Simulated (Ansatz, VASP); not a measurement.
Two plane-wave programs on Ge

```
Ge
1.0
     3.96584    0.00000    0.00000
    -1.98292    3.43452    0.00000
     0.00000    0.00000   13.01824
Ge
8
Direct
  0.00000 0.00000 0.40681
  0.00000 0.00000 0.59319
  0.00000 0.00000 0.90681
  0.00000 0.00000 0.09319
  0.33333 0.66667 0.34415
  0.66667 0.33333 0.65585
  0.66667 0.33333 0.84415
  0.33333 0.66667 0.15585
```

Alike in both runs: functional LDA; k mesh 12 × 12 × 4; occupations gaussian, width 0.1 eV; no spin polarisation.

Ansatz relaxed the structure, and its values are those at the end. VASP's run is a single point on that final structure, the one shown.

|  | VASP | Ansatz |
| --- | --- | --- |
| version | VASP 6.6.1 | Ansatz 0.2.0 |
| potentials or method | VASP PAW LDA potentials, release 64 (Ge_d), cutoff 520 eV | scalar-relativistic, plane waves, PAW |
| valence electrons in the cell | 112 | 112 |

|  | VASP | Ansatz | Ansatz less VASP |
| --- | --- | --- | --- |
| gap on the k mesh at the Fermi level (eV) | none | none | - |
| pressure (GPa) | 0.1 | 0.0 | -0.12 |

Ansatz warns that its potentials were made for another functional, while VASP's fit it. LDA's correlation is that of Perdew and Zunger in VASP and of Perdew and Wang (1992) in Ansatz. A gap of «none» marks a metal or a gap that the smearing closes.
